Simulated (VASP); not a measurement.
# ZnS (Cm) in VASP: notebook

The runs below take ZnS through single point, with r2SCAN.

Program: VASP 6.6.1. These are calculated values, not measurements. Logs are shortened: lines on timing, memory, paths and dates and some standing lists are left out, and cuts for length are marked.

## (1) The cell of the first run

Symmetry: Cm, No. 8, monoclinic system. Conventional cell: a = 7.621 Å, b = 7.621 Å, c = 5.389 Å, α = 90.00°, β = 90.00°, γ = 90.00°. Zn (site symmetry m) has 4 S at 2.12 to 2.55 Å within 2.8 Å. Zn (site symmetry m) has 4 S at 2.33 Å within 3.1 Å. Zn (site symmetry 1) has 4 S at 2.33 Å within 3.1 Å. S (site symmetry m) has 4 Zn at 2.33 to 2.55 Å within 3.1 Å. S (site symmetry m) has 4 Zn at 2.12 to 2.33 Å within 2.8 Å. Within 3.1 Å of S (site symmetry 1) lie 4 Zn at 2.33 to 2.35 Å.

## (2) Single point, r2SCAN (atom 1 (Zn) moved +0.263 Å along Cartesian [1 -1 0])

File POSCAR:

```
ZnS
1.0
    5.3890263884      0.0000000000      0.0000000000
    0.0000000000     -5.3890263884      0.0000000000
    0.0000000000      0.0000000000     -5.3890263884
Zn S
4 4
Direct
    0.0344432401      0.0344432401      0.0000000000
    0.5000000000      0.5000000000      0.0000000000
    0.5000000000      0.0000000000      0.5000000000
    0.0000000000      0.5000000000      0.5000000000
    0.7500000000      0.7500000000      0.7500000000
    0.2500000000      0.2500000000      0.7500000000
    0.2500000000      0.7500000000      0.2500000000
    0.7500000000      0.2500000000      0.2500000000
```

File INCAR.step1:

```
PREC = Accurate
ENCUT = 520
ISMEAR = 0
SIGMA = 0.05
LREAL = F
LASPH = T
NELM = 100
NBANDS = 46
GGA = PE
ALGO = Normal
EDIFF = 1E-4
LWAVE = T
LCHARG = F
```

File INCAR.step2:

```
PREC = Accurate
ENCUT = 520
EDIFF = 1E-6
ISMEAR = 0
SIGMA = 0.05
LREAL = F
LASPH = T
NELM = 100
ALGO = Normal
ISIF = 2
LWAVE = F
LCHARG = F
METAGGA = R2SCAN
LMIXTAU = T
NBANDS = 46
ISTART = 1
```

File KPOINTS:

```
Automatic mesh
0
Gamma
  4 4 4
```

Potentials or basis: VASP PAW PBE potentials, release 64 (Zn, S).

The run is started by

```
$ cat potpaw_PBE.64/Zn/POTCAR potpaw_PBE.64/S/POTCAR > POTCAR
$ cp INCAR.step1 INCAR
$ mpirun -np 1 vasp_std > vasp.out
$ cp INCAR.step2 INCAR
$ mpirun -np 1 vasp_std > vasp.out
```

OUTCAR:

```text
PREC = Accurate
   ENCUT = 520
   EDIFF = 1E-6
   ISMEAR = 0
   LREAL = F
   LASPH = T
   NELM = 100
   ISIF = 2
   METAGGA = R2SCAN
   ISTART = 1

 ion  position               nearest neighbor table
   1  0.034  0.034  0.000-   6 2.12   7 2.35   8 2.35   5 2.55
   2  0.500  0.500  0.000-   5 2.33   6 2.33   7 2.33   8 2.33
   3  0.500  0.000  0.500-   5 2.33   6 2.33   7 2.33   8 2.33
   4  0.000  0.500  0.500-   5 2.33   6 2.33   7 2.33   8 2.33
   5  0.750  0.750  0.750-   2 2.33   3 2.33   4 2.33   1 2.55
   6  0.250  0.250  0.750-   1 2.12   2 2.33   3 2.33   4 2.33
   7  0.250  0.750  0.250-   2 2.33   3 2.33   4 2.33   1 2.35
   8  0.750  0.250  0.250-   2 2.33   3 2.33   4 2.33   1 2.35

  LATTYP: Found a simple cubic cell.
 ALAT       =     5.3890263884

  Lattice vectors:

 A1 = (   5.3890263884,   0.0000000000,   0.0000000000)
 A2 = (   0.0000000000,  -5.3890263884,   0.0000000000)
 A3 = (   0.0000000000,   0.0000000000,  -5.3890263884)

Analysis of symmetry for initial positions (statically):
=====================================================================
 Subroutine PRICEL returns:
 Original cell was already a primitive cell.

 Routine SETGRP: Setting up the symmetry group for a
 simple cubic supercell.

 Subroutine GETGRP returns: Found  2 space group operations
 (whereof  2 operations were pure point group operations)
 out of a pool of 48 trial point group operations.

The static configuration has the point symmetry C_1h.

Analysis of symmetry for dynamics (positions and initial velocities):
=====================================================================
 Subroutine PRICEL returns:
 Original cell was already a primitive cell.

 Routine SETGRP: Setting up the symmetry group for a
 simple cubic supercell.

 Subroutine GETGRP returns: Found  2 space group operations
 (whereof  2 operations were pure point group operations)
 out of a pool of 48 trial point group operations.

The dynamic configuration has the point symmetry C_1h.

 Subroutine INISYM returns: Found  2 space group operations
 (whereof  2 operations are pure point group operations),
 and found     1 'primitive' translations

----------------------------------------------------------------------------------------

                                     Primitive cell

  volume of cell :     156.5060

  direct lattice vectors                    reciprocal lattice vectors
     5.389026388  0.000000000  0.000000000     0.185562276  0.000000000  0.000000000
     0.000000000 -5.389026388  0.000000000     0.000000000 -0.185562276  0.000000000
     0.000000000  0.000000000 -5.389026388     0.000000000  0.000000000 -0.185562276

  length of vectors
     5.389026388  5.389026388  5.389026388     0.185562276  0.185562276  0.185562276

  position of ions in fractional coordinates (direct lattice)
     0.034443240  0.034443240  0.000000000
     0.500000000  0.500000000  0.000000000
     0.500000000  0.000000000  0.500000000
     0.000000000  0.500000000  0.500000000
     0.750000000  0.750000000  0.750000000
     0.250000000  0.250000000  0.750000000
     0.250000000  0.750000000  0.250000000
     0.750000000  0.250000000  0.250000000

  ion indices of the primitive-cell ions
   primitive index   ion index
                 1           1
                 2           2
                 3           3
                 4           4
                 5           5
                 6           6
                 7           7
                 8           8

----------------------------------------------------------------------------------------

 KPOINTS: Automatic mesh

Automatic generation of k-mesh.
 Grid dimensions read from file:
 generate k-points for:    4    4    4

 Generating k-lattice:

  Cartesian coordinates                     Fractional coordinates (reciprocal lattice)
     0.046390569  0.000000000  0.000000000     0.250000000  0.000000000  0.000000000
     0.000000000 -0.046390569  0.000000000     0.000000000  0.250000000  0.000000000
     0.000000000  0.000000000 -0.046390569     0.000000000  0.000000000  0.250000000

  Length of vectors
     0.046390569  0.046390569  0.046390569

  Shift w.r.t. Gamma in fractional coordinates (k-lattice)
     0.000000000  0.000000000  0.000000000

 Subroutine IBZKPT returns following result:
 ===========================================

 Found     24 irreducible k-points:

 Following reciprocal coordinates:
            Coordinates               Weight
  0.000000  0.000000  0.000000      1.000000
  0.250000  0.000000  0.000000      4.000000
  0.000000  0.000000  0.250000      2.000000
  0.500000  0.000000  0.000000      2.000000
  0.000000  0.000000  0.500000      1.000000
  0.250000  0.250000  0.000000      2.000000
[... 16 lines left out ...]
  0.250000  0.500000  0.500000      4.000000
  0.500000  0.500000  0.500000      1.000000
   k-points           NKPTS =     24   k-points in BZ     NKDIM =     24   number of bands    NBANDS=     46
   number of dos      NEDOS =    301   number of ions     NIONS =      8
   total plane-waves  NPLWV =  64000
   dimension x,y,z NGX =    40 NGY =   40 NGZ =   40
   dimension x,y,z NGXF=    80 NGYF=   80 NGZF=   80
   ions per type =               4   4
   NGX,Y,Z   is equivalent  to a cutoff of  12.34, 12.34, 12.34 a.u.
   NGXF,Y,Z  is equivalent  to a cutoff of  24.68, 24.68, 24.68 a.u.
 SYSTEM =  unknown system
   PREC   = accura    normal or accurate (medium, high low for compatibility)
   ISTART =      1    job   : 0-new  1-cont  2-samecut
   ICHARG =      0    charge: 1-file 2-atom 10-const
   ISPIN  =      1    spin polarized calculation?
   LNONCOLLINEAR =      F non collinear calculations
   LSORBIT =      F    spin-orbit coupling
   LASPH  =      T    aspherical Exc in radial PAW
   ENCUT  =  520.0 eV  38.22 Ry    6.18 a.u.  10.02 10.02 10.02*2*pi/ulx,y,z
   NELM   =    100;   NELMIN=  2; NELMDL=  0     # of ELM steps
   EDIFF  = 0.1E-05   stopping-criterion for ELM
   LREAL  =      F    real-space projection
   EDIFFG = 0.1E-04   stopping-criterion for IOM
   NSW    =      0    number of steps for IOM
   IBRION =     -1    ionic relax: 0-MD 1-quasi-New 2-CG
   NFREE  =      0    steps in history (QN), initial steepest desc. (CG)
   ISIF   =      2    stress and relaxation
   ISYM   =      2    0-nonsym 1-usesym 2-fastsym
   POTIM  = 0.5000    time-step for ionic-motion
   TEBEG  =    0.0;   TEEND  =   0.0 temperature during run
   PSTRESS=    0.0 pullay stress
   NELECT =      72.0000    total number of electrons
   NUPDOWN=      -1.0000    fix difference up-down
   EMIN   =  10.00;   EMAX   =-10.00  energy-range for DOS
   EFERMI =   0.00;   METHOD = LEGACY
   ISMEAR =     0;   SIGMA  =   0.05  broadening in eV -4-tet -1-fermi 0-gaus
   EFERMI_NEDOS =   21; number of points for ismear=-14 and -15
   IALGO  =     38    algorithm
   IMIX   =      4    mixing-type and parameters
     AMIX     =   0.40;   BMIX     =  1.00
     AMIX_MAG =   1.60;   BMIX_MAG =  1.00
  volume/ion in A,a.u.               =      19.56       132.02
  Fermi-wavevector in a.u.,A,eV,Ry     =   1.263791  2.388219 21.730795  1.597168
  Thomas-Fermi vector in A             =   2.397130
   LORBIT       =      0    0 simple, 1 ext, 2 COOP (PROOUT), +10 PAW based schemes
   METAGGA = R2SCAN    functional components
   LHFCALC =     F    Hartree Fock is set to
   AEXX    =    0.0000 exact exchange contribution
   IVDW    =     0    specifies the selected vdW correction
   LEPSILON=     F    determine dielectric tensor
   LRPA    =     F    only Hartree local field effects (RPA)
 non-spin polarized calculation
 Gauss-broadening in eV      SIGMA  =   0.05
  energy-cutoff  :      520.00
  volume of cell :      156.51
 maximum number of plane-waves:      4238
   NGX = 21   NGY = 21   NGZ = 21

 number of electron      72.0000069 magnetization

 Free energy of the ion-electron system (eV)
  ---------------------------------------------------
  ext. energy  EPLUGINS =         0.00000000
  ---------------------------------------------------
  free energy    TOTEN  =       -75.21016265 eV

  energy without entropy =      -75.21016265  energy(sigma->0) =      -75.21016265

 E-fermi :   2.2225     XC(G=0): -10.3240

 val. band max:        1.9685104800   @ k =   0.0000   0.0000   0.0000
 cond. band min:       4.5838121976   @ k =   0.0000   0.0000   0.0000
 fundamental gap:      2.6153017177
 Fermi energy:         2.2225486166

 k-point     1 :       0.0000    0.0000    0.0000
  band No.  band energies     occupation
      1     -11.9201      2.00000
      2     -10.8190      2.00000
      3     -10.5316      2.00000
      4     -10.2640      2.00000
      5      -4.8720      2.00000
      6      -4.7478      2.00000
[... 38 lines left out ...]
     45       8.8280      0.00000
     46       8.8998      0.00000

 k-point     2 :       0.2500    0.0000    0.0000
  band No.  band energies     occupation
      1     -11.7790      2.00000
      2     -10.8854      2.00000
      3     -10.6287      2.00000
      4     -10.2940      2.00000
      5      -4.8594      2.00000
      6      -4.7269      2.00000
[... 38 lines left out ...]
     45       9.4775      0.00000
     46       9.5279      0.00000

 k-point     3 :       0.0000    0.0000    0.2500
  band No.  band energies     occupation
      1     -11.7706      2.00000
      2     -10.9466      2.00000
      3     -10.5285      2.00000
      4     -10.3422      2.00000
      5      -4.8518      2.00000
      6      -4.7012      2.00000
[... 1018 lines left out ...]
     45       9.4694      0.00000
     46       9.7091      0.00000

 k-point    24 :       0.5000    0.5000    0.5000
  band No.  band energies     occupation
      1     -11.3370      2.00000
      2     -10.8575      2.00000
      3     -10.8539      2.00000
      4     -10.4971      2.00000
      5      -4.7874      2.00000
      6      -4.6380      2.00000
[... 38 lines left out ...]
     45       9.2997      0.00000
     46       9.3232      0.00000

------------------------ aborting loop because EDIFF is reached ----------------------------------------

  FORCE on cell =-STRESS in cart. coord.  units (eV):
  Direction    XX          YY          ZZ          XY          YZ          ZX
  --------------------------------------------------------------------------------------
  -------------------------------------------------------------------------------------
  Total        0.5594783      0.5594783      1.0755644     -0.7807898     -1.2306879      1.2306799
  in kB        5.7274709      5.7274709     11.0107287     -7.9930730    -12.5987541     12.5986715
  external PRESSURE =       7.4885568 kB  Pullay stress =       0.0000000 kB

 VOLUME and BASIS-vectors are now :
 -----------------------------------------------------------------------------
  energy-cutoff  :      520.00
  volume of cell :      156.51
      direct lattice vectors                 reciprocal lattice vectors
     5.389026388  0.000000000  0.000000000     0.185562276  0.000000000  0.000000000
     0.000000000 -5.389026388  0.000000000     0.000000000 -0.185562276  0.000000000
     0.000000000  0.000000000 -5.389026388     0.000000000  0.000000000 -0.185562276

 POSITION                                       TOTAL-FORCE (eV/Angst)
 -----------------------------------------------------------------------------------
      0.18562     -0.18562      0.00000        -1.453141      1.453141     -0.864547
      2.69451     -2.69451      0.00000         0.235339     -0.235339      0.012558
      2.69451      0.00000     -2.69451         0.232097      0.271919     -0.005868
      0.00000     -2.69451     -2.69451        -0.271919     -0.232097     -0.005868
      4.04177     -4.04177     -4.04177         0.288549     -0.288549     -0.241568
      1.34726     -1.34726     -4.04177         0.899908     -0.899908      1.004631
      1.34726     -4.04177     -1.34726        -0.018945     -0.088112      0.050331
      4.04177     -1.34726     -1.34726         0.088112      0.018945      0.050331
 -----------------------------------------------------------------------------------
    total drift:                               -0.017472      0.017472     -0.003535

  FREE ENERGIE OF THE ION-ELECTRON SYSTEM (eV)
  ---------------------------------------------------
  free  energy   TOTEN  =       -75.2101626535 eV

  energy  without entropy=      -75.2101626535  energy(sigma->0) =      -75.21016265
```

Wall time 9.6 min (1 thread of Intel Xeon Platinum 8488C (Sapphire Rapids), shared host); peak memory 0.33 GiB.

What came out:

```
Free energy            : -75.2102 eV
Pressure               : 0.7 GPa
Largest force          : 2.230 eV/Å
Band gap on the k mesh : 2.62 eV
```

Forces on the atoms (eV/Å):
```
Zn  -1.453  1.453 -0.865
Zn   0.235 -0.235  0.013
Zn   0.232  0.272 -0.006
Zn  -0.272 -0.232 -0.006
S    0.289 -0.289 -0.242
S    0.900 -0.900  1.005
S   -0.019 -0.088  0.050
S    0.088  0.019  0.050
```

Stress tensor (GPa, compression positive):
```
 0.57 -0.80  1.26
-0.80  0.57 -1.26
 1.26 -1.26  1.10
```

Levels at points of the mesh, in eV from the valence-band top:
```tsv
k point	band 32	band 33	band 34	band 35	band 36	band 37	band 38	band 39	band 40	band 41
(0.00, 0.00, 0.00)	-2.27	-2.19	-0.11	-0.04	0.00	2.62	3.32	3.64	3.94	4.37
(0.50, 0.00, 0.00)	-2.51	-1.51	-1.47	-1.21	-1.13	4.63	4.82	5.04	5.19	5.82
(0.00, 0.00, 0.50)	-2.44	-1.35	-1.33	-1.33	-1.24	4.73	4.87	4.99	5.02	6.00
(0.50, 0.50, 0.00)	-2.38	-1.14	-0.99	-0.93	-0.86	5.29	5.31	5.32	5.33	6.75
(0.00, 0.50, 0.50)	-2.46	-1.21	-1.08	-0.91	-0.77	5.12	5.24	5.40	5.51	6.79
(0.50, 0.50, 0.50)	-1.01	-0.87	-0.84	-0.84	-0.63	3.68	3.74	3.77	3.87	6.96
```

Caveat: the cell differs from its parent crystal (atom 1 (Zn) moved +0.263 Å along Cartesian [1 -1 0]); the PAW data sets were made with another functional, which shifts forces and pressure a little.

## (3) Single point, r2SCAN (atom 1 (Zn) moved +0.188 Å along Cartesian [1 -1 0])

POSCAR, as its differences from that of step 2:

```diff
@@ -8,3 +8,3 @@
 Direct
-    0.0344432401      0.0344432401      0.0000000000
+    0.0246023144      0.0246023144      0.0000000000
     0.5000000000      0.5000000000      0.0000000000
```

File INCAR.step1:

```
SYSTEM = ZnS
  PREC = Accurate
  ENCUT = 520
  ISMEAR = 0
  SIGMA = 0.05
  LREAL = .FALSE.
  LASPH = .TRUE.
  NELM = 100
  NBANDS = 46
  GGA = PE
  ALGO = Normal
  EDIFF = 1E-4
  LWAVE = .TRUE.
  LCHARG = .FALSE.
```

File INCAR.step2:

```
SYSTEM = ZnS
  PREC = Accurate
  ENCUT = 520
  EDIFF = 1E-6
  ISMEAR = 0
  SIGMA = 0.05
  LREAL = .FALSE.
  LASPH = .TRUE.
  NELM = 100
  ALGO = Normal
  ISIF = 2
  LWAVE = .FALSE.
  LCHARG = .TRUE.
  METAGGA = R2SCAN
  LMIXTAU = .TRUE.
  LELF = .TRUE.
  LVHAR = .TRUE.
  NBANDS = 46
  ISTART = 1
```

File KPOINTS:

```
Automatic mesh
0
G
  4 4 4
  0 0 0
```

Potentials or basis: VASP PAW PBE potentials, release 64 (Zn, S).

The run is started by

```
$ cat potpaw_PBE.64/Zn/POTCAR potpaw_PBE.64/S/POTCAR > POTCAR
$ cp INCAR.step1 INCAR
$ mpirun -np 1 vasp_std > vasp.out
$ cp INCAR.step2 INCAR
$ mpirun -np 1 vasp_std > vasp.out
```

Wall time 9.4 min (1 thread of Intel Xeon Platinum 8488C (Sapphire Rapids), shared host); peak memory 0.33 GiB.

It converged, with:

```
Free energy            : -75.3373 eV
Pressure               : 0.4 GPa
Largest force          : 1.452 eV/Å
Band gap on the k mesh : 2.65 eV
```

Forces in eV/Å, atoms in the order of the input:
```
Zn  -0.980  0.980 -0.431
Zn   0.167 -0.167  0.007
Zn   0.166  0.196 -0.003
Zn  -0.196 -0.166 -0.003
S    0.246 -0.246 -0.213
S    0.555 -0.555  0.590
S   -0.007 -0.049  0.027
S    0.049  0.007  0.027
```

Stress tensor (GPa, compression positive):
```
 0.34 -0.41  0.84
-0.41  0.34 -0.84
 0.84 -0.84  0.58
```

Levels at points of the mesh, in eV from the valence-band top:
```csv
k point,band 33,band 34,band 35,band 36,band 37,band 38,band 39,band 40
"(0.00, 0.00, 0.00)",-2.23,-0.08,-0.03,0.00,2.65,3.43,3.66,3.89
"(0.50, 0.00, 0.00)",-1.45,-1.42,-1.23,-1.18,4.73,4.86,5.05,5.15
"(0.00, 0.00, 0.50)",-1.33,-1.32,-1.32,-1.27,4.81,4.88,5.03,5.04
"(0.50, 0.50, 0.00)",-1.08,-0.98,-0.94,-0.88,5.33,5.34,5.34,5.35
"(0.00, 0.50, 0.50)",-1.13,-1.04,-0.92,-0.82,5.20,5.29,5.40,5.48
"(0.50, 0.50, 0.50)",-0.88,-0.86,-0.86,-0.71,3.72,3.78,3.79,3.86
```

Caveat: the cell differs from its parent crystal (atom 1 (Zn) moved +0.188 Å along Cartesian [1 -1 0]); the PAW data sets were made with another functional, which shifts forces and pressure a little.
